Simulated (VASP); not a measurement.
# Nb3Sn (P6_3/mmc) in VASP: single point with PBE

Aim: the single point of Nb3Sn with PBE.

Everything below comes from runs of VASP 6.6.1. Logs are shortened: lines on timing, memory, paths and dates and some standing lists are left out, and cuts for length are marked.

## 1. The cell of the first run

The structure is hexagonal, space group P6_3/mmc (No. 194). Conventional cell: a = 5.943 Å, b = 5.943 Å, c = 4.973 Å, α = 90.00°, β = 90.00°, γ = 120.00°. Within 3.7 Å of Nb (site symmetry mm2) lie 8 Nb at 2.82 to 3.12 Å and 4 Sn at 2.97 to 3.07 Å. Within 3.9 Å of Sn (site symmetry -6m2) lie 12 Nb at 2.97 to 3.07 Å.

## 2. Single point, PBE

File INCAR:

```
  PREC = Accurate
  ENCUT = 520
  EDIFF = 1E-7
  ISMEAR = 0
  SIGMA = 0.1
  LREAL = False
  LASPH = True
  NELM = 80
  ALGO = Normal
  ISIF = 2
  LWAVE = False
  LCHARG = False
  GGA = PE
  NBANDS = 63
```

File KPOINTS:

```
regular mesh
0
Gamma
  3 3 4
```

File POSCAR:

```
Nb3Sn
1.0
    5.9433675744      0.0000000000      0.0000000000
   -2.9716837872      5.1471073035      0.0000000000
    0.0000000000      0.0000000000      4.9734697611
Nb Sn
6 2
Direct
    0.8415751815      0.6831503629      0.2500000000
    0.1584248185      0.8415751815      0.7500000000
    0.3168496371      0.1584248185      0.2500000000
    0.1584248185      0.3168496371      0.7500000000
    0.8415751815      0.1584248185      0.2500000000
    0.6831503629      0.8415751815      0.7500000000
    0.3333333333      0.6666666667      0.2500000000
    0.6666666667      0.3333333333      0.7500000000
```

Potentials or basis: VASP PAW PBE potentials, release 64 (Nb_sv, Sn_d).

Run with:

```console
cat potpaw_PBE.64/Nb_sv/POTCAR potpaw_PBE.64/Sn_d/POTCAR > POTCAR
mpirun -np 1 vasp_std > vasp.out
```

OUTCAR:

```text
PREC = Accurate
   ENCUT = 520
   EDIFF = 1E-7
   ISMEAR = 0
   LREAL = False
   LASPH = True
   NELM = 80
   ISIF = 2
   GGA = PE

 ion  position               nearest neighbor table
   1  0.842  0.683  0.250-   3 2.82   5 2.82   7 2.97   7 2.97   2 2.97   2 2.97   6 2.97   6 2.97
                             8 3.07   8 3.07
   2  0.158  0.842  0.750-   6 2.82   4 2.82   8 2.97   8 2.97   1 2.97   1 2.97   3 2.97   3 2.97
                             7 3.07   7 3.07
   3  0.317  0.158  0.250-   5 2.82   1 2.82   7 2.97   7 2.97   2 2.97   2 2.97   4 2.97   4 2.97
                             8 3.07   8 3.07
   4  0.158  0.317  0.750-   2 2.82   6 2.82   8 2.97   8 2.97   5 2.97   5 2.97   3 2.97   3 2.97
                             7 3.07   7 3.07
   5  0.842  0.158  0.250-   3 2.82   1 2.82   7 2.97   7 2.97   4 2.97   4 2.97   6 2.97   6 2.97
                             8 3.07   8 3.07
   6  0.683  0.842  0.750-   2 2.82   4 2.82   8 2.97   8 2.97   5 2.97   5 2.97   1 2.97   1 2.97
                             7 3.07   7 3.07
   7  0.333  0.667  0.250-   1 2.97   3 2.97   5 2.97   5 2.97   1 2.97   3 2.97   2 3.07   2 3.07
                             6 3.07   6 3.07   4 3.07   4 3.07
   8  0.667  0.333  0.750-   4 2.97   6 2.97   2 2.97   2 2.97   4 2.97   6 2.97   5 3.07   5 3.07
                             3 3.07   3 3.07   1 3.07   1 3.07

  LATTYP: Found a hexagonal cell.
 ALAT       =     5.9433675744
 C/A-ratio  =     0.8368100574

  Lattice vectors:

 A1 = (   5.9433675744,   0.0000000000,   0.0000000000)
 A2 = (  -2.9716837872,   5.1471073035,   0.0000000000)
 A3 = (   0.0000000000,   0.0000000000,   4.9734697611)

Analysis of symmetry for initial positions (statically):
=====================================================================
 Subroutine PRICEL returns:
 Original cell was already a primitive cell.

 Routine SETGRP: Setting up the symmetry group for a
 hexagonal supercell.

 Subroutine GETGRP returns: Found 24 space group operations
 (whereof 12 operations were pure point group operations)
 out of a pool of 24 trial point group operations.

The static configuration has the point symmetry D_3d.
 The point group associated with its full space group is D_6h.

Analysis of symmetry for dynamics (positions and initial velocities):
=====================================================================
 Subroutine PRICEL returns:
 Original cell was already a primitive cell.

 Routine SETGRP: Setting up the symmetry group for a
 hexagonal supercell.

 Subroutine GETGRP returns: Found 24 space group operations
 (whereof 12 operations were pure point group operations)
 out of a pool of 24 trial point group operations.

The dynamic configuration has the point symmetry D_3d.
 The point group associated with its full space group is D_6h.

 Subroutine INISYM returns: Found 24 space group operations
 (whereof 12 operations are pure point group operations),
 and found     1 'primitive' translations

----------------------------------------------------------------------------------------

                                     Primitive cell

  volume of cell :     152.1442

  direct lattice vectors                    reciprocal lattice vectors
     5.943367574  0.000000000  0.000000000     0.168254779  0.097141942  0.000000000
    -2.971683787  5.147107304  0.000000000     0.000000000  0.194283884  0.000000000
     0.000000000  0.000000000  4.973469761     0.000000000  0.000000000  0.201066870

  length of vectors
     5.943367574  5.943367574  4.973469761     0.194283884  0.194283884  0.201066870

  position of ions in fractional coordinates (direct lattice)
     0.841575181  0.683150363  0.250000000
     0.158424819  0.841575181  0.750000000
     0.316849637  0.158424819  0.250000000
     0.158424819  0.316849637  0.750000000
     0.841575181  0.158424819  0.250000000
     0.683150363  0.841575181  0.750000000
     0.333333333  0.666666667  0.250000000
     0.666666667  0.333333333  0.750000000

  ion indices of the primitive-cell ions
   primitive index   ion index
                 1           1
                 2           2
                 3           3
                 4           4
                 5           5
                 6           6
                 7           7
                 8           8

----------------------------------------------------------------------------------------

 KPOINTS: regular mesh

Automatic generation of k-mesh.
 Grid dimensions read from file:
 generate k-points for:    3    3    4

 Generating k-lattice:

  Cartesian coordinates                     Fractional coordinates (reciprocal lattice)
     0.056084926  0.032380647  0.000000000     0.333333333 -0.000000000  0.000000000
     0.000000000  0.064761295  0.000000000     0.000000000  0.333333333  0.000000000
     0.000000000  0.000000000  0.050266718     0.000000000  0.000000000  0.250000000

  Length of vectors
     0.064761295  0.064761295  0.050266718

  Shift w.r.t. Gamma in fractional coordinates (k-lattice)
     0.000000000  0.000000000  0.000000000

 Subroutine IBZKPT returns following result:
 ===========================================

 Found      9 irreducible k-points:

 Following reciprocal coordinates:
            Coordinates               Weight
  0.000000  0.000000  0.000000      1.000000
  0.333333  0.000000  0.000000      6.000000
  0.333333  0.333333  0.000000      2.000000
  0.000000  0.000000  0.250000      2.000000
  0.333333  0.000000  0.250000     12.000000
  0.333333  0.333333  0.250000      4.000000
  0.000000  0.000000  0.500000      1.000000
  0.333333  0.000000  0.500000      6.000000
  0.333333  0.333333  0.500000      2.000000
   k-points           NKPTS =      9   k-points in BZ     NKDIM =      9   number of bands    NBANDS=     63
   number of dos      NEDOS =    301   number of ions     NIONS =      8
   total plane-waves  NPLWV =  92160
   dimension x,y,z NGX =    48 NGY =   48 NGZ =   40
   dimension x,y,z NGXF=    96 NGYF=   96 NGZF=   80
   ions per type =               6   2
   NGX,Y,Z   is equivalent  to a cutoff of  13.43, 13.43, 13.37 a.u.
   NGXF,Y,Z  is equivalent  to a cutoff of  26.85, 26.85, 26.74 a.u.
 SYSTEM =  unknown system
   PREC   = accura    normal or accurate (medium, high low for compatibility)
   ISTART =      0    job   : 0-new  1-cont  2-samecut
   ICHARG =      2    charge: 1-file 2-atom 10-const
   ISPIN  =      1    spin polarized calculation?
   LNONCOLLINEAR =      F non collinear calculations
   LSORBIT =      F    spin-orbit coupling
   LASPH  =      T    aspherical Exc in radial PAW
   ENCUT  =  520.0 eV  38.22 Ry    6.18 a.u.  11.05 11.05  9.25*2*pi/ulx,y,z
   NELM   =     80;   NELMIN=  2; NELMDL= -5     # of ELM steps
   EDIFF  = 0.1E-06   stopping-criterion for ELM
   LREAL  =      F    real-space projection
   EDIFFG = 0.1E-05   stopping-criterion for IOM
   NSW    =      0    number of steps for IOM
   IBRION =     -1    ionic relax: 0-MD 1-quasi-New 2-CG
   NFREE  =      0    steps in history (QN), initial steepest desc. (CG)
   ISIF   =      2    stress and relaxation
   ISYM   =      2    0-nonsym 1-usesym 2-fastsym
   POTIM  = 0.5000    time-step for ionic-motion
   TEBEG  =    0.0;   TEEND  =   0.0 temperature during run
   PSTRESS=    0.0 pullay stress
   NELECT =     106.0000    total number of electrons
   NUPDOWN=      -1.0000    fix difference up-down
   EMIN   =  10.00;   EMAX   =-10.00  energy-range for DOS
   EFERMI =   0.00;   METHOD = LEGACY
   ISMEAR =     0;   SIGMA  =   0.10  broadening in eV -4-tet -1-fermi 0-gaus
   EFERMI_NEDOS =   21; number of points for ismear=-14 and -15
   IALGO  =     38    algorithm
   IMIX   =      4    mixing-type and parameters
     AMIX     =   0.40;   BMIX     =  1.00
     AMIX_MAG =   1.60;   BMIX_MAG =  1.00
  volume/ion in A,a.u.               =      19.02       128.34
  Fermi-wavevector in a.u.,A,eV,Ry     =   1.451304  2.742567 28.657719  2.106283
  Thomas-Fermi vector in A             =   2.568816
   LORBIT       =      0    0 simple, 1 ext, 2 COOP (PROOUT), +10 PAW based schemes
   GGA     = PE    functional components
   LHFCALC =     F    Hartree Fock is set to
   AEXX    =    0.0000 exact exchange contribution
   IVDW    =     0    specifies the selected vdW correction
   LEPSILON=     F    determine dielectric tensor
   LRPA    =     F    only Hartree local field effects (RPA)
 non-spin polarized calculation
 Gauss-broadening in eV      SIGMA  =   0.10
  energy-cutoff  :      520.00
  volume of cell :      152.14
 maximum number of plane-waves:      4113
 NGX is ok and might be reduce to    48
   NGX = 23   NGY = 23   NGZ = 19

 number of electron     106.0000011 magnetization

 Free energy of the ion-electron system (eV)
  ---------------------------------------------------
  ext. energy  EPLUGINS =         0.00000000
  ---------------------------------------------------
  free energy    TOTEN  =       -69.62562237 eV

  energy without entropy =      -69.57791359  energy(sigma->0) =      -69.60176798

 E-fermi :  11.1911     XC(G=0): -12.1866

 val. band max:       11.1352711268   @ k =   0.3333   0.0000   0.0000
 cond. band min:      11.2027563754   @ k =   0.3333   0.0000   0.0000
 fundamental gap:      0.0674852486
 Fermi energy:        11.1910802119

 k-point     1 :       0.0000    0.0000    0.0000
  band No.  band energies     occupation
      1     -43.4777      2.00000
      2     -43.3421      2.00000
      3     -43.3254      2.00000
      4     -43.3254      2.00000
      5     -43.2594      2.00000
      6     -43.2594      2.00000
[... 55 lines left out ...]
     62      13.5010      0.00000
     63      13.8711      0.00000

 k-point     2 :       0.3333    0.0000    0.0000
  band No.  band energies     occupation
      1     -43.4599      2.00000
      2     -43.3462      2.00000
      3     -43.3257      2.00000
      4     -43.3240      2.00000
      5     -43.2753      2.00000
      6     -43.2591      2.00000
[... 451 lines left out ...]
     62      13.3284      0.00000
     63      13.9637      0.00000

 k-point     9 :       0.3333    0.3333    0.5000
  band No.  band energies     occupation
      1     -43.3818      2.00000
      2     -43.3818      2.00000
      3     -43.3214      2.00000
      4     -43.3214      2.00000
      5     -43.2925      2.00000
      6     -43.2925      2.00000
[... 55 lines left out ...]
     62      13.7222      0.00000
     63      13.9243      0.00000

------------------------ aborting loop because EDIFF is reached ----------------------------------------

  FORCE on cell =-STRESS in cart. coord.  units (eV):
  Direction    XX          YY          ZZ          XY          YZ          ZX
  --------------------------------------------------------------------------------------
  -------------------------------------------------------------------------------------
  Total       -0.1742214     -0.1742214     -0.2274364      0.0000000     -0.0000000      0.0000000
  in kB       -1.8346651     -1.8346651     -2.3950533      0.0000000     -0.0000000      0.0000000
  external PRESSURE =      -2.0214611 kB  Pullay stress =       0.0000000 kB

 VOLUME and BASIS-vectors are now :
 -----------------------------------------------------------------------------
  energy-cutoff  :      520.00
  volume of cell :      152.14
      direct lattice vectors                 reciprocal lattice vectors
     5.943367574  0.000000000  0.000000000     0.168254779  0.097141942  0.000000000
    -2.971683787  5.147107304  0.000000000     0.000000000  0.194283884  0.000000000
     0.000000000  0.000000000  4.973469761     0.000000000  0.000000000  0.201066870

 POSITION                                       TOTAL-FORCE (eV/Angst)
 -----------------------------------------------------------------------------------
      2.97168      3.51625      1.24337         0.000000      0.007641     -0.000000
     -1.55932      4.33168      3.73010        -0.006617      0.003820     -0.000000
      1.41237      0.81543      1.24337        -0.006617     -0.003820      0.000000
     -0.00000      1.63086      3.73010         0.000000     -0.007641      0.000000
      4.53100      0.81543      1.24337         0.006617     -0.003820     -0.000000
      1.55932      4.33168      3.73010         0.006617      0.003820      0.000000
     -0.00000      3.43140      1.24337         0.000000      0.000000      0.000000
      2.97168      1.71570      3.73010         0.000000      0.000000      0.000000
 -----------------------------------------------------------------------------------
    total drift:                               -0.000002      0.000001     -0.000000

  FREE ENERGIE OF THE ION-ELECTRON SYSTEM (eV)
  ---------------------------------------------------
  free  energy   TOTEN  =       -69.6256223712 eV

  energy  without entropy=      -69.5779135942  energy(sigma->0) =      -69.60176798
```

It took 77 s on 1 thread of AMD EPYC 9R45 (Zen 5), shared host; peak memory 0.28 GiB.

Results:

| Property | Result |
| --- | --- |
| Free energy | -69.6256 eV |
| Pressure | -0.2 GPa |
| Largest force | 0.008 eV/Å |
| Band gap on the k mesh | zero (bands 53 and 54 overlap by 1.02 eV) |

Forces in eV/Å, atoms in the order of the input:
```
Nb   0.000  0.008  0.000
Nb  -0.007  0.004  0.000
Nb  -0.007 -0.004  0.000
Nb   0.000 -0.008  0.000
Nb   0.007 -0.004  0.000
Nb   0.007  0.004  0.000
Sn   0.000  0.000  0.000
Sn   0.000  0.000  0.000
```

Levels at points of the mesh, in eV from the Fermi level:
```csv
k point,band 50,band 51,band 52,band 53,band 54,band 55,band 56,band 57
"(0.00, 0.00, 0.00)",-0.89,-0.24,-0.24,0.02,0.10,0.10,1.90,1.90
"(0.00, 0.00, 0.50)",-0.96,-0.77,-0.77,-0.77,-0.77,1.65,1.65,1.65
```

Caveat: the k points lie up to 0.41 Å⁻¹ apart, too coarse for converged energies and pressures of a metal; spin-orbit coupling is left out, which moves the levels of the heavy elements.

The gap in the log of VASP goes by the Fermi energy; the results here count the filled bands.